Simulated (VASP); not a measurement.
# Li (I4/mmm) in VASP: notebook

The runs below take Li through single point, with PBE.

Everything below comes from runs of VASP 6.6.1. Logs are shortened: lines on timing, memory, paths and dates and some standing lists are left out, and cuts for length are marked.

**1. The cell of the first run**

It takes space group I4/mmm (No. 139, tetragonal). Conventional cell: a = 3.544 Å, b = 3.544 Å, c = 3.509 Å, α = 90.00°, β = 90.00°, γ = 90.00°. Li (site symmetry 4/mmm) has 14 Li at 3.06 to 3.54 Å within 4.0 Å.

**2. Single point, PBE**

Contents of INCAR:

```
PREC = Accurate
ENCUT = 750
EDIFF = 1E-6
ISMEAR = -1
SIGMA = 0.05
LREAL = False
LASPH = True
NELM = 120
ALGO = Normal
ISIF = 2
LWAVE = False
LCHARG = True
GGA = PE
LELF = True
LVHAR = True
NBANDS = 8
GGA_COMPAT = False
```

Contents of KPOINTS:

```
regular mesh
0
Gamma
  9 9 9
```

Contents of POSCAR:

```
Li
1.0
   -1.7721965000      1.7721965000      1.7546500000
    1.7721965000     -1.7721965000      1.7546500000
    1.7721965000      1.7721965000     -1.7546500000
Li
1
Direct
    0.0000000000      0.0000000000      0.0000000000
```

Potentials or basis: VASP PAW PBE potentials, release 64 (Li_sv).

Command:

```bash
$ cat potpaw_PBE.64/Li_sv/POTCAR > POTCAR
$ mpirun -np 1 vasp_std > vasp.out
```

OUTCAR:

```text
PREC = Accurate
   ENCUT = 750
   EDIFF = 1E-6
   ISMEAR = -1
   LREAL = False
   LASPH = True
   NELM = 120
   ISIF = 2
   GGA = PE

 ion  position               nearest neighbor table
   1  0.000  0.000  0.000-

  LATTYP: Found a body centered tetragonal cell.
 ALAT       =     3.5443930000
 C/A-ratio  =     0.9900990099

  Lattice vectors:

 A1 = (  -1.7721965000,   1.7721965000,   1.7546500000)
 A2 = (   1.7721965000,  -1.7721965000,   1.7546500000)
 A3 = (   1.7721965000,   1.7721965000,  -1.7546500000)

Analysis of symmetry for initial positions (statically):
=====================================================================
 Subroutine PRICEL returns:
 Original cell was already a primitive cell.

 Routine SETGRP: Setting up the symmetry group for a
 body centered tetragonal supercell.

 Subroutine GETGRP returns: Found 16 space group operations
 (whereof 16 operations were pure point group operations)
 out of a pool of 16 trial point group operations.

The static configuration has the point symmetry D_4h.

Analysis of symmetry for dynamics (positions and initial velocities):
=====================================================================
 Subroutine PRICEL returns:
 Original cell was already a primitive cell.

 Routine SETGRP: Setting up the symmetry group for a
 body centered tetragonal supercell.

 Subroutine GETGRP returns: Found 16 space group operations
 (whereof 16 operations were pure point group operations)
 out of a pool of 16 trial point group operations.

The dynamic configuration has the point symmetry D_4h.

 Subroutine INISYM returns: Found 16 space group operations
 (whereof 16 operations are pure point group operations),
 and found     1 'primitive' translations

----------------------------------------------------------------------------------------

                                     Primitive cell

  volume of cell :      22.0432

  direct lattice vectors                    reciprocal lattice vectors
    -1.772196500  1.772196500  1.754650000     0.000000000  0.282135756  0.284957114
     1.772196500 -1.772196500  1.754650000     0.282135756  0.000000000  0.284957114
     1.772196500  1.772196500 -1.754650000     0.282135756  0.282135756  0.000000000

  length of vectors
     3.059437447  3.059437447  3.059437447     0.401000177  0.401000177  0.399000213

  position of ions in fractional coordinates (direct lattice)
     0.000000000  0.000000000  0.000000000

  ion indices of the primitive-cell ions
   primitive index   ion index
                 1           1

----------------------------------------------------------------------------------------

 KPOINTS: regular mesh

Automatic generation of k-mesh.
 Grid dimensions read from file:
 generate k-points for:    9    9    9

 Generating k-lattice:

  Cartesian coordinates                     Fractional coordinates (reciprocal lattice)
     0.000000000  0.031348417  0.031661902     0.111111111  0.000000000  0.000000000
     0.031348417  0.000000000  0.031661902     0.000000000  0.111111111  0.000000000
     0.031348417  0.031348417  0.000000000     0.000000000  0.000000000  0.111111111

  Length of vectors
     0.044555575  0.044555575  0.044333357

  Shift w.r.t. Gamma in fractional coordinates (k-lattice)
     0.000000000  0.000000000  0.000000000

 Subroutine IBZKPT returns following result:
 ===========================================

 Found     75 irreducible k-points:

 Following reciprocal coordinates:
            Coordinates               Weight
  0.000000  0.000000  0.000000      1.000000
  0.111111 -0.000000  0.000000      8.000000
  0.222222  0.000000  0.000000      8.000000
  0.333333  0.000000  0.000000      8.000000
  0.444444  0.000000  0.000000      8.000000
  0.111111  0.111111  0.000000      8.000000
[... 16 lines left out ...]
 -0.333333  0.333333  0.000000      4.000000
  0.444444  0.444444  0.000000      8.000000
 [... further k-points ...]
   k-points           NKPTS =     75   k-points in BZ     NKDIM =     75   number of bands    NBANDS=      8
   number of dos      NEDOS =    301   number of ions     NIONS =      1
   total plane-waves  NPLWV =  21952
   dimension x,y,z NGX =    28 NGY =   28 NGZ =   28
   dimension x,y,z NGXF=    56 NGYF=   56 NGZF=   56
   ions per type =               1
   NGX,Y,Z   is equivalent  to a cutoff of  15.21, 15.21, 15.21 a.u.
   NGXF,Y,Z  is equivalent  to a cutoff of  30.43, 30.43, 30.43 a.u.
 SYSTEM =  unknown system
   PREC   = accura    normal or accurate (medium, high low for compatibility)
   ISTART =      0    job   : 0-new  1-cont  2-samecut
   ICHARG =      2    charge: 1-file 2-atom 10-const
   ISPIN  =      1    spin polarized calculation?
   LNONCOLLINEAR =      F non collinear calculations
   LSORBIT =      F    spin-orbit coupling
   LASPH  =      T    aspherical Exc in radial PAW
   ENCUT  =  750.0 eV  55.12 Ry    7.42 a.u.   6.83  6.83  6.83*2*pi/ulx,y,z
   NELM   =    120;   NELMIN=  2; NELMDL= -5     # of ELM steps
   EDIFF  = 0.1E-05   stopping-criterion for ELM
   LREAL  =      F    real-space projection
   EDIFFG = 0.1E-04   stopping-criterion for IOM
   NSW    =      0    number of steps for IOM
   IBRION =     -1    ionic relax: 0-MD 1-quasi-New 2-CG
   NFREE  =      0    steps in history (QN), initial steepest desc. (CG)
   ISIF   =      2    stress and relaxation
   ISYM   =      2    0-nonsym 1-usesym 2-fastsym
   POTIM  = 0.5000    time-step for ionic-motion
   TEBEG  =    0.0;   TEEND  =   0.0 temperature during run
   PSTRESS=    0.0 pullay stress
   NELECT =       3.0000    total number of electrons
   NUPDOWN=      -1.0000    fix difference up-down
   EMIN   =  10.00;   EMAX   =-10.00  energy-range for DOS
   EFERMI =   0.00;   METHOD = LEGACY
   ISMEAR =    -1;   SIGMA  =   0.05  broadening in eV -4-tet -1-fermi 0-gaus
   EFERMI_NEDOS =   21; number of points for ismear=-14 and -15
   IALGO  =     38    algorithm
   IMIX   =      4    mixing-type and parameters
     AMIX     =   0.40;   BMIX     =  1.00
     AMIX_MAG =   1.60;   BMIX_MAG =  1.00
  volume/ion in A,a.u.               =      22.04       148.75
  Fermi-wavevector in a.u.,A,eV,Ry     =   0.842087  1.591314  9.648043  0.709111
  Thomas-Fermi vector in A             =   1.956737
   LORBIT       =      0    0 simple, 1 ext, 2 COOP (PROOUT), +10 PAW based schemes
   GGA     = PE    functional components
   LHFCALC =     F    Hartree Fock is set to
   AEXX    =    0.0000 exact exchange contribution
   IVDW    =     0    specifies the selected vdW correction
   LEPSILON=     F    determine dielectric tensor
   LRPA    =     F    only Hartree local field effects (RPA)
 non-spin polarized calculation
  energy-cutoff  :      750.00
  volume of cell :       22.04
 maximum number of plane-waves:      1040
   NGX = 13   NGY = 13   NGZ = 13

 number of electron       2.9999997 magnetization

 Free energy of the ion-electron system (eV)
  ---------------------------------------------------
  ext. energy  EPLUGINS =         0.00000000
  ---------------------------------------------------
  free energy    TOTEN  =        -1.90415447 eV

  energy without entropy =       -1.89916747  energy(sigma->0) =       -1.90166097

 E-fermi :   0.3777     XC(G=0):  -6.8433

 val. band max:        0.3628291091   @ k =  -0.2222  -0.3333   0.1111
 cond. band min:       0.5648773298   @ k =  -0.4444   0.4444   0.1111
 fundamental gap:      0.2020482208
 Fermi energy:         0.3776941351

 k-point     1 :       0.0000    0.0000    0.0000
  band No.  band energies     occupation
      1     -46.2670      2.00000
      2      -3.0599      2.00000
      3      14.1321      0.00000
      4      14.1322      0.00000
      5      14.1867      0.00000
      6      18.6022      0.00000
      7      18.8308      0.00000
      8      18.8308      0.00000

 k-point     2 :       0.1111   -0.0000    0.0000
  band No.  band energies     occupation
      1     -46.2654      2.00000
      2      -2.8320      2.00000
      3      12.7192      0.00000
      4      13.2042      0.00000
      5      13.7737      0.00000
      6      16.8115      0.00000
      7      16.8843      0.00000
      8      18.6834      0.00000

 k-point     3 :       0.2222    0.0000    0.0000
  band No.  band energies     occupation
      1     -46.2613      2.00000
      2      -2.1490      2.00000
      3       9.4696      0.00000
      4      11.7973      0.00000
      5      12.8864      0.00000
      6      15.1278      0.00000
      7      16.1543      0.00000
      8      18.8759      0.00000

 k-point     4 :       0.3333    0.0000    0.0000
  band No.  band energies     occupation
      1     -46.2566      2.00000
      2      -1.0284      2.00000
      3       6.3033      0.00000
      4      10.7447      0.00000
      5      12.0537      0.00000
      6      13.9436      0.00000
      7      16.1969      0.00000
      8      19.9785      0.00000

 k-point     5 :       0.4444    0.0000    0.0000
  band No.  band energies     occupation
      1     -46.2536      2.00000
      2       0.3332      1.41789
      3       3.8766      0.00000
      4      10.2009      0.00000
      5      11.5885      0.00000
      6      13.3498      0.00000
      7      16.3913      0.00000
      8      21.4628      0.00000
[... 177 lines left out ...]
 k-point    22 :      -0.4444    0.3333    0.0000
  band No.  band energies     occupation
      1     -46.2544      2.00000
      2      -0.1841      1.99997
      3       4.9502      0.00000
      4       9.3407      0.00000
      5      11.0157      0.00000
      6      15.6299      0.00000
      7      16.8410      0.00000
      8      20.4408      0.00000

 k-point    23 :      -0.3333    0.3333    0.0000
  band No.  band energies     occupation
      1     -46.2567      2.00000
      2      -1.0500      2.00000
      3       6.2076      0.00000
      4      10.8649      0.00000
      5      12.2105      0.00000
      6      14.1199      0.00000
      7      16.2883      0.00000
      8      19.7778      0.00000

 k-point    24 :       0.4444    0.4444    0.0000
  band No.  band energies     occupation
      1     -46.2529      2.00000
      2       0.8541      0.00015
      3       3.3875      0.00000
      4       9.0840      0.00000
      5      10.7699      0.00000
      6      15.4247      0.00000
      7      17.1031      0.00000
      8      21.6659      0.00000

 [... further k-points ...]

------------------------ aborting loop because EDIFF is reached ----------------------------------------

  FORCE on cell =-STRESS in cart. coord.  units (eV):
  Direction    XX          YY          ZZ          XY          YZ          ZX
  --------------------------------------------------------------------------------------
  -------------------------------------------------------------------------------------
  Total       -0.1482011     -0.1482011     -0.1684512      0.0000000     -0.0000000      0.0000000
  in kB      -10.7717884    -10.7717884    -12.2436339      0.0000000     -0.0000000      0.0000000
  external PRESSURE =     -11.2624036 kB  Pullay stress =       0.0000000 kB

 VOLUME and BASIS-vectors are now :
 -----------------------------------------------------------------------------
  energy-cutoff  :      750.00
  volume of cell :       22.04
      direct lattice vectors                 reciprocal lattice vectors
    -1.772196500  1.772196500  1.754650000     0.000000000  0.282135756  0.284957114
     1.772196500 -1.772196500  1.754650000     0.282135756  0.000000000  0.284957114
     1.772196500  1.772196500 -1.754650000     0.282135756  0.282135756  0.000000000

 POSITION                                       TOTAL-FORCE (eV/Angst)
 -----------------------------------------------------------------------------------
      0.00000      0.00000      0.00000         0.000000     -0.000000      0.000000
 -----------------------------------------------------------------------------------
    total drift:                               -0.000000     -0.000000     -0.000000

  FREE ENERGIE OF THE ION-ELECTRON SYSTEM (eV)
  ---------------------------------------------------
  free  energy   TOTEN  =        -1.9041544687 eV

  energy  without entropy=       -1.8991674746  energy(sigma->0) =       -1.90166097
```

Run time: 11 s. Hardware: 1 thread of Intel Xeon 8259CL, shared host; peak memory 0.15 GiB.

What came out:

| Quantity | Value |
| --- | --- |
| Free energy | -1.9042 eV |
| Pressure | -1.1 GPa |
| Band gap on the k mesh | zero (an odd number of electrons rules out a gap without spin polarisation) |

Stress tensor (GPa, compression positive):
```
-1.08  0.00  0.00
 0.00 -1.08  0.00
 0.00  0.00 -1.22
```

(Continued in part 2 of 2.)

The gap in the log of VASP goes by the Fermi energy; the results here count the filled bands.